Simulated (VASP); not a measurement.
# Be (P6_3/mmc) in VASP: notebook

The runs below take Be through relaxation of cell and atoms, with PBE.

Program: VASP 6.6.1. These are calculated values, not measurements. Logs are shortened: lines on timing, memory, paths and dates and some standing lists are left out, and cuts for length are marked.

## 1. The cell of the first run

The structure is hexagonal, space group P6_3/mmc (No. 194). The conventional cell has a = 2.250 Å, b = 2.250 Å, c = 3.674 Å, α = 90.00°, β = 90.00°, γ = 120.00°. Be (site symmetry -6m2) has 12 Be at 2.25 Å within 3.0 Å.

## 2. Relaxation of cell and atoms, PBE

INCAR

```
SYSTEM = Be
  PREC = Accurate
  ENCUT = 600
  EDIFF = 1E-7
  ISMEAR = 1
  SIGMA = 0.1
  LREAL = .False.
  LASPH = .True.
  NELM = 60
  ALGO = Normal
  ISIF = 3
  LWAVE = .False.
  LCHARG = .False.
  GGA = PE
  IBRION = 2
  NSW = 80
  EDIFFG = -0.01
```

KPOINTS

```
regular mesh
0
Gamma
  10 10 6
  0 0 0
```

POSCAR

```
Be
1.0
    2.2500000000      0.0000000000      0.0000000000
   -1.1250000000      1.9485571585      0.0000000000
    0.0000000000      0.0000000000      3.6742500000
Be
2
Direct
    0.3333333333      0.6666666667      0.2500000000
    0.6666666667      0.3333333333      0.7500000000
```

Potentials or basis: VASP PAW PBE potentials, release 64 (Be).

Started as:

```
cat potpaw_PBE.64/Be/POTCAR > POTCAR
mpirun -np 1 vasp_std > vasp.out
```

OUTCAR:

```text
SYSTEM = Be
   PREC = Accurate
   ENCUT = 600
   EDIFF = 1E-7
   ISMEAR = 1
   LREAL = .False.
   LASPH = .True.
   NELM = 60
   ISIF = 3
   GGA = PE
   IBRION = 2
   NSW = 80
   EDIFFG = -0.01

 ion  position               nearest neighbor table
   1  0.333  0.667  0.250-   2 2.25   2 2.25   2 2.25   2 2.25   2 2.25   2 2.25
   2  0.667  0.333  0.750-   1 2.25   1 2.25   1 2.25   1 2.25   1 2.25   1 2.25

  LATTYP: Found a hexagonal cell.
 ALAT       =     2.2500000000
 C/A-ratio  =     1.6330000000

  Lattice vectors:

 A1 = (   2.2500000000,   0.0000000000,   0.0000000000)
 A2 = (  -1.1250000000,   1.9485571585,   0.0000000000)
 A3 = (   0.0000000000,   0.0000000000,   3.6742500000)

Analysis of symmetry for initial positions (statically):
=====================================================================
 Subroutine PRICEL returns:
 Original cell was already a primitive cell.

 Routine SETGRP: Setting up the symmetry group for a
 hexagonal supercell.

 Subroutine GETGRP returns: Found 24 space group operations
 (whereof 12 operations were pure point group operations)
 out of a pool of 24 trial point group operations.

The static configuration has the point symmetry D_3d.
 The point group associated with its full space group is D_6h.

Analysis of symmetry for dynamics (positions and initial velocities):
=====================================================================
 Subroutine PRICEL returns:
 Original cell was already a primitive cell.

 Routine SETGRP: Setting up the symmetry group for a
 hexagonal supercell.

 Subroutine GETGRP returns: Found 24 space group operations
 (whereof 12 operations were pure point group operations)
 out of a pool of 24 trial point group operations.

The dynamic configuration has the point symmetry D_3d.
 The point group associated with its full space group is D_6h.

 Subroutine INISYM returns: Found 24 space group operations
 (whereof 12 operations are pure point group operations),
 and found     1 'primitive' translations

----------------------------------------------------------------------------------------

                                     Primitive cell

  volume of cell :      16.1088

  direct lattice vectors                    reciprocal lattice vectors
     2.250000000  0.000000000  0.000000000     0.444444444  0.256600120  0.000000000
    -1.125000000  1.948557159  0.000000000     0.000000000  0.513200239  0.000000000
     0.000000000  0.000000000  3.674250000     0.000000000  0.000000000  0.272164387

  length of vectors
     2.250000000  2.250000000  3.674250000     0.513200239  0.513200239  0.272164387

  position of ions in fractional coordinates (direct lattice)
     0.333333333  0.666666667  0.250000000
     0.666666667  0.333333333  0.750000000

  ion indices of the primitive-cell ions
   primitive index   ion index
                 1           1
                 2           2

----------------------------------------------------------------------------------------

 KPOINTS: regular mesh

Automatic generation of k-mesh.
 Grid dimensions read from file:
 generate k-points for:   10   10    6

 Generating k-lattice:

  Cartesian coordinates                     Fractional coordinates (reciprocal lattice)
     0.044444444  0.025660012  0.000000000     0.100000000 -0.000000000  0.000000000
     0.000000000  0.051320024  0.000000000     0.000000000  0.100000000  0.000000000
     0.000000000  0.000000000  0.045360731     0.000000000  0.000000000  0.166666667

  Length of vectors
     0.051320024  0.051320024  0.045360731

  Shift w.r.t. Gamma in fractional coordinates (k-lattice)
     0.000000000  0.000000000  0.000000000

 Subroutine IBZKPT returns following result:
 ===========================================

 Found     56 irreducible k-points:

 Following reciprocal coordinates:
            Coordinates               Weight
  0.000000  0.000000  0.000000      1.000000
  0.100000  0.000000  0.000000      6.000000
  0.200000  0.000000  0.000000      6.000000
  0.300000  0.000000  0.000000      6.000000
  0.400000  0.000000  0.000000      6.000000
  0.500000  0.000000  0.000000      3.000000
[... 16 lines left out ...]
  0.300000  0.100000  0.166667     24.000000
  0.400000  0.100000  0.166667     24.000000
 [... further k-points ...]
   k-points           NKPTS =     56   k-points in BZ     NKDIM =     56   number of bands    NBANDS=      6
   number of dos      NEDOS =    301   number of ions     NIONS =      2
   total plane-waves  NPLWV =   9720
   dimension x,y,z NGX =    18 NGY =   18 NGZ =   30
   dimension x,y,z NGXF=    36 NGYF=   36 NGZF=   60
   ions per type =               2
   NGX,Y,Z   is equivalent  to a cutoff of  13.30, 13.30, 13.57 a.u.
   NGXF,Y,Z  is equivalent  to a cutoff of  26.60, 26.60, 27.15 a.u.
 SYSTEM =  Be
   PREC   = accura    normal or accurate (medium, high low for compatibility)
   ISTART =      0    job   : 0-new  1-cont  2-samecut
   ICHARG =      2    charge: 1-file 2-atom 10-const
   ISPIN  =      1    spin polarized calculation?
   LNONCOLLINEAR =      F non collinear calculations
   LSORBIT =      F    spin-orbit coupling
   LASPH  =      T    aspherical Exc in radial PAW
   ENCUT  =  600.0 eV  44.10 Ry    6.64 a.u.   4.49  4.49  7.34*2*pi/ulx,y,z
   NELM   =     60;   NELMIN=  2; NELMDL= -5     # of ELM steps
   EDIFF  = 0.1E-06   stopping-criterion for ELM
   LREAL  =      F    real-space projection
   EDIFFG = -.1E-01   stopping-criterion for IOM
   NSW    =     80    number of steps for IOM
   IBRION =      2    ionic relax: 0-MD 1-quasi-New 2-CG
   NFREE  =      1    steps in history (QN), initial steepest desc. (CG)
   ISIF   =      3    stress and relaxation
   ISYM   =      2    0-nonsym 1-usesym 2-fastsym
   POTIM  = 0.5000    time-step for ionic-motion
   TEBEG  =    0.0;   TEEND  =   0.0 temperature during run
   PSTRESS=    0.0 pullay stress
   NELECT =       4.0000    total number of electrons
   NUPDOWN=      -1.0000    fix difference up-down
   EMIN   =  10.00;   EMAX   =-10.00  energy-range for DOS
   EFERMI =   0.00;   METHOD = LEGACY
   ISMEAR =     1;   SIGMA  =   0.10  broadening in eV -4-tet -1-fermi 0-gaus
   EFERMI_NEDOS =   21; number of points for ismear=-14 and -15
   IALGO  =     38    algorithm
   IMIX   =      4    mixing-type and parameters
     AMIX     =   0.40;   BMIX     =  1.00
     AMIX_MAG =   1.60;   BMIX_MAG =  1.00
  volume/ion in A,a.u.               =       8.05        54.35
  Fermi-wavevector in a.u.,A,eV,Ry     =   1.028979  1.944489 14.405831  1.058799
  Thomas-Fermi vector in A             =   2.163004
   LORBIT       =      0    0 simple, 1 ext, 2 COOP (PROOUT), +10 PAW based schemes
   GGA     = PE    functional components
   LHFCALC =     F    Hartree Fock is set to
   AEXX    =    0.0000 exact exchange contribution
   IVDW    =     0    specifies the selected vdW correction
   LEPSILON=     F    determine dielectric tensor
   LRPA    =     F    only Hartree local field effects (RPA)
 conjugate gradient relaxation of ions
 non-spin polarized calculation
 Methfessel and Paxton  Order N= 1 SIGMA  =   0.10
  energy-cutoff  :      600.00
  volume of cell :       16.11
 maximum number of plane-waves:       557
 NGX is ok and might be reduce to    18
   NGX =  9   NGY =  9   NGZ = 15

--------------------------------------- Ionic step        1  -------------------------------------------

 number of electron       4.0000000 magnetization

 Free energy of the ion-electron system (eV)
  ---------------------------------------------------
  ext. energy  EPLUGINS =         0.00000000
  ---------------------------------------------------
  free energy    TOTEN  =        -7.47815209 eV

  energy without entropy =       -7.47811896  energy(sigma->0) =       -7.47814104

------------------------ aborting loop because EDIFF is reached ----------------------------------------

  FORCE on cell =-STRESS in cart. coord.  units (eV):
  Direction    XX          YY          ZZ          XY          YZ          ZX
  --------------------------------------------------------------------------------------
  -------------------------------------------------------------------------------------
  Total        0.3846025      0.3846025     -1.3685765     -0.0000000      0.0000000      0.0000000
  in kB       38.2523663     38.2523663   -136.1179177     -0.0000000      0.0000000      0.0000000
  external PRESSURE =     -19.8710617 kB  Pullay stress =       0.0000000 kB
[... 237 lines left out ...]
  energy  without entropy=       -7.5104158828  energy(sigma->0) =       -7.51012423

--------------------------------------- Ionic step        8  -------------------------------------------

 number of electron       4.0000000 magnetization

 Free energy of the ion-electron system (eV)
  ---------------------------------------------------
  ext. energy  EPLUGINS =         0.00000000
  ---------------------------------------------------
  free energy    TOTEN  =        -7.50998995 eV

  energy without entropy =       -7.51042317  energy(sigma->0) =       -7.51013436

 E-fermi :   7.0012     XC(G=0): -10.5867

 val. band max:        6.8399723993   @ k =   0.3000   0.2000   0.0000
 cond. band min:       7.0881651056   @ k =   0.3000   0.3000   0.3333
 fundamental gap:      0.2481927063
 Fermi energy:         7.0011503437

 k-point     1 :       0.0000    0.0000    0.0000
  band No.  band energies     occupation
      1      -4.3401      2.00000
      2       2.7244      2.00000
      3       8.3767     -0.00000
      4      22.5542      0.00000
      5      22.5542      0.00000
      6      25.4856      0.00000

 k-point     2 :       0.1000    0.0000    0.0000
  band No.  band energies     occupation
      1      -4.0562      2.00000
      2       3.0947      2.00000
      3       8.4500     -0.00000
      4      20.4735      0.00000
      5      21.1390      0.00000
      6      25.5096      0.00000
[... 190 lines left out ...]
 k-point    24 :       0.4000    0.1000    0.1667
  band No.  band energies     occupation
      1       1.7054      2.00000
      2       4.6727      2.00000
      3       9.2800      0.00000
      4      12.1314      0.00000
      5      13.9606      0.00000
      6      16.8657      0.00000

 [... further k-points ...]

------------------------ aborting loop because EDIFF is reached ----------------------------------------

  FORCE on cell =-STRESS in cart. coord.  units (eV):
  Direction    XX          YY          ZZ          XY          YZ          ZX
  --------------------------------------------------------------------------------------
  -------------------------------------------------------------------------------------
  Total       -0.0009976     -0.0009976      0.0007765      0.0000000      0.0000000     -0.0000000
  in kB       -0.1005265     -0.1005265      0.0782464      0.0000000      0.0000000     -0.0000000
  external PRESSURE =      -0.0409355 kB  Pullay stress =       0.0000000 kB
[... 17 lines left out ...]
  FREE ENERGIE OF THE ION-ELECTRON SYSTEM (eV)
  ---------------------------------------------------
  free  energy   TOTEN  =        -7.5099899515 eV

  energy  without entropy=       -7.5104231674  energy(sigma->0) =       -7.51013436

 reached required accuracy - stopping structural energy minimisation
```

Wall time 32 s (1 thread of AMD EPYC 7R13, shared host); peak memory 0.09 GiB.

Results:

```yaml
Free_energy: -7.5100 eV
Relaxed_volume: 7.95 Å³/atom
Relaxed_cell: a = 2.281 Å, b = 2.281 Å, c = 3.529 Å, α = 90.00°, β = 90.00°, γ = 120.00°
Space_group_after_relaxing_to_0.1_Å: P6_3/mmc (No. 194)
Energy_gained_by_relaxing: 15.9 meV/atom
Ionic_steps: 8
Pressure_after_relaxing: 0.0 GPa
Band_gap_on_the_k_mesh: zero (bands 2 and 3 overlap by 0.78 eV)
```

Step by step:
```tsv
step	energy change (eV)	largest force (eV/Å)	pressure (GPa)	volume (Å³)
1	0.0000	0.0000	-1.99	16.11
2	-0.0304	0.0000	0.11	15.87
3	-0.0314	0.0000	0.91	15.79
4	-0.0316	0.0000	0.66	15.81
5	-0.0316	0.0000	0.72	15.81
6	-0.0318	0.0000	0.12	15.88
7	-0.0318	0.0000	0.05	15.89
8	-0.0318	0.0000	0.00	15.90
```

Final structure:
```yaml
crystal:
  lattice:
    - [2.28082, 0.00000, 0.00000]
    - [-1.14041, 1.97525, 0.00000]
    - [0.00000, 0.00000, 3.52899]
  atoms:
    - { symbol: Be, position: [0.33333, 0.66667, 0.25000] }
    - { symbol: Be, position: [0.66667, 0.33333, 0.75000] }
```

Levels at points of the mesh, in eV from the Fermi level:
```
           k point  band 1  band 2  band 3  band 4  band 5  band 6
(0.00, 0.00, 0.00)  -11.34   -4.28    1.38   15.55   15.55   18.48
(0.50, 0.00, 0.00)   -5.07   -3.22    3.63    6.53    6.91    9.07
(0.00, 0.00, 0.50)   -9.13   -9.13   11.17   11.17   17.27   17.27
(0.50, 0.00, 0.50)   -3.65   -3.65    1.48    1.48   11.75   11.75
```

## 3. Relaxation of cell and atoms, PBE, target pressure 10 GPa, at which the enthalpy is minimised

INCAR

```
PREC     = Accurate       # precision mode
ENCUT    = 600            # plane-wave cutoff, eV
EDIFF    = 1E-7           # SCF threshold, eV
ISMEAR   = 1              # smearing method
SIGMA    = 0.1            # smearing width, eV
LREAL    = F              # projectors in reciprocal space
LASPH    = T              # aspherical terms in the spheres
NELM     = 80             # most SCF steps
ALGO     = Normal         # electronic algorithm
ISIF     = 3              # what is computed and relaxed
LWAVE    = F              # write WAVECAR
LCHARG   = F              # write CHGCAR
GGA      = PE             # functional
IBRION   = 2              # ionic algorithm
NSW      = 80             # ionic steps
EDIFFG   = -0.01          # ionic threshold
PSTRESS  = 100.0
```

KPOINTS

```
regular mesh
0
Gamma
  10 10 6
```

POSCAR is that of step 2.

Potentials or basis: VASP PAW PBE potentials, release 64 (Be).

Started as:

```
cat potpaw_PBE.64/Be/POTCAR > POTCAR
mpirun -np 1 vasp_std > vasp.out
```

It took 19 s on 1 thread of AMD EPYC 7R13, shared host; peak memory 0.09 GiB.

Results (log left out):

| Item | Value |
| --- | --- |
| Free energy | -7.4763 eV |
| Relaxed volume | 7.39 Å³/atom |
| Relaxed cell | a = 2.222 Å, b = 2.222 Å, c = 3.454 Å, α = 90.00°, β = 90.00°, γ = 120.00° |
| Space group after relaxing (to 0.1 Å) | P6_3/mmc (No. 194) |
| Energy change on relaxing (the run minimises the enthalpy) | +0.9 meV/atom |
| Ionic steps | 4 |
| Pressure after relaxing | 10.1 GPa |
| Band gap on the k mesh | zero (bands 2 and 3 overlap by 0.77 eV) |

Stress tensor (GPa, compression positive):
```
10.19  0.00  0.00
 0.00 10.19  0.00
 0.00  0.00  9.96
```

The path:
```tsv
step	energy change (eV)	largest force (eV/Å)	pressure (GPa)	volume (Å³)
1	0.0000	0.0000	-1.99	16.11
2	0.0046	0.0000	10.43	14.73
3	0.0059	0.0000	10.66	14.71
4	0.0019	0.0000	10.11	14.77
```

Final structure:
```cif
data_structure
_symmetry_space_group_name_H-M 'P 1'
_symmetry_Int_Tables_number 1
_cell_length_a 2.2222
_cell_length_b 2.2222
_cell_length_c 3.4541
_cell_angle_alpha 90.000
_cell_angle_beta 90.000
_cell_angle_gamma 120.000
_cell_volume 14.77
loop_
_atom_site_label
_atom_site_type_symbol
_atom_site_fract_x
_atom_site_fract_y
_atom_site_fract_z
_atom_site_occupancy
Be1 Be 0.33333 0.66667 0.25000 1
Be2 Be 0.66667 0.33333 0.75000 1
```

Levels at points of the mesh, in eV from the Fermi level:
```tsv
k point	band 1	band 2	band 3	band 4	band 5
(0.00, 0.00, 0.00)	-11.72	-4.55	1.59	16.60	16.60
(0.50, 0.00, 0.00)	-5.30	-3.24	3.84	6.81	7.39
(0.00, 0.00, 0.50)	-9.46	-9.46	11.70	11.70	18.41
(0.50, 0.00, 0.50)	-3.84	-3.84	1.76	1.76	12.50
```

Caveat: the cell is relaxed towards a set pressure, so the run minimises the enthalpy, not the energy.

## 4. Relaxation of cell and atoms, PBE, target pressure 20 GPa, at which the enthalpy is minimised

INCAR

```
PREC = Accurate ; ENCUT = 600
EDIFF = 1E-6 ; ISMEAR = 1
SIGMA = 0.1 ; LREAL = F
LASPH = T ; NELM = 60
ALGO = Normal ; ISIF = 3
LWAVE = F ; LCHARG = F
GGA = PE ; IBRION = 2
NSW = 80 ; EDIFFG = -0.01
PSTRESS = 200.0
```

KPOINTS is that of step 3.

POSCAR is that of step 3.

Started as:

```
cat potpaw_PBE.64/Be/POTCAR > POTCAR
mpirun -np 1 vasp_std > vasp.out
```

Run time: 25 s. Hardware: 1 thread of AMD EPYC 7R13, shared host; peak memory 0.09 GiB.

The run converged. Its results:

```
Free energy                                                : -7.3976 eV
Relaxed volume                                             : 6.96 Å³/atom
Relaxed cell                                               : a = 2.177 Å, b = 2.177 Å, c = 3.392 Å, α = 90.00°, β = 90.00°, γ = 120.00°
Space group after relaxing (to 0.1 Å)                      : P6_3/mmc (No. 194)
Energy change on relaxing (the run minimises the enthalpy) : +40.3 meV/atom
Ionic steps                                                : 7
Pressure after relaxing                                    : 20.1 GPa
Band gap on the k mesh                                     : zero (bands 2 and 3 overlap by 0.78 eV)
```

Stress tensor (GPa, compression positive):
```
20.08  0.00  0.00
 0.00 20.08  0.00
 0.00  0.00 20.19
```

Step by step:
| step | energy change (eV) | largest force (eV/Å) | pressure (GPa) | volume (Å³) |
| --- | --- | --- | --- | --- |
| 1 | 0.0000 | 0.0000 | -1.99 | 16.11 |
| 2 | 0.1172 | 0.0000 | 23.79 | 13.66 |
| 3 | 0.0860 | 0.0000 | 20.53 | 13.89 |
| 4 | 0.0808 | 0.0000 | 19.95 | 13.93 |
| 5 | 0.0765 | 0.0000 | 19.63 | 13.96 |
| 6 | 0.0751 | 0.0000 | 19.51 | 13.97 |
| 7 | 0.0806 | 0.0000 | 20.12 | 13.93 |

Final structure:
```xyz
2
Lattice="2.1773 0.0000 0.0000 -1.0886 1.8856 0.0000 0.0000 0.0000 3.3921" Properties=species:S:1:pos:R:3 pbc="T T T"
Be    0.0000    1.2570    0.8480
Be    1.0886    0.6285    2.5441
```

Levels at points of the mesh, in eV from the Fermi level:
```
           k point  band 1  band 2  band 3  band 4  band 5
(0.00, 0.00, 0.00)  -12.02   -4.77    1.80   17.46   17.46
(0.50, 0.00, 0.00)   -5.51   -3.26    4.01    7.05    7.82
(0.00, 0.00, 0.50)   -9.73   -9.73   12.19   12.19   19.35
(0.50, 0.00, 0.50)   -4.00   -4.00    2.00    2.00   13.11
```

Caveat: the cell is relaxed towards a set pressure, so the run minimises the enthalpy, not the energy.

(Continued in part 2 of 2.)
